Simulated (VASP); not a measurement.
Runs of VASP 6.6.1 on Ba. The structure is that of space group Fm-3m (No. 225), or close to it. The cells are those of the table. This isn't the form of Ba at room conditions, which is bcc.

```csv
task,cell,k mesh,cutoff (eV),gap on the mesh (eV),pressure (GPa)
single point,"a = 4.357 Å, angles 60.0°, 1 atom",9 × 9 × 9,520,none,0.1
single point,"a = 4.415 Å, angles 60.0°, 1 atom",10 × 10 × 10,520,none,-0.2
single point,"a = 4.176 Å, angles 60.0°, 1 atom",10 × 10 × 10,520,none,(a)
single point,"a = 4.298 Å, angles 60.0°, 1 atom",10 × 10 × 10,520,none,0.4
relaxation of cell and atoms,"relaxed from a = 4.454 Å, angles 60.0°, 1 atom",9 × 9 × 9,600,none,0.0
```

Alike in all rows: level PBEsol; potentials or basis VASP PAW PBE potentials, release 64 (Ba_sv); no spin polarisation; smearing fermi-dirac 0.1 eV.

Question: Estimate the missing entries.

Answer: (a) 1.4.

Caveats: the PAW data sets were made with another functional, which shifts forces and pressure a little; spin-orbit coupling is left out, which moves the levels of the heavy elements.

A k mesh can miss the band edges, and the runs leave out spin-orbit coupling on Ba.

A gap of «none» marks levels without a gap at the run's occupations.
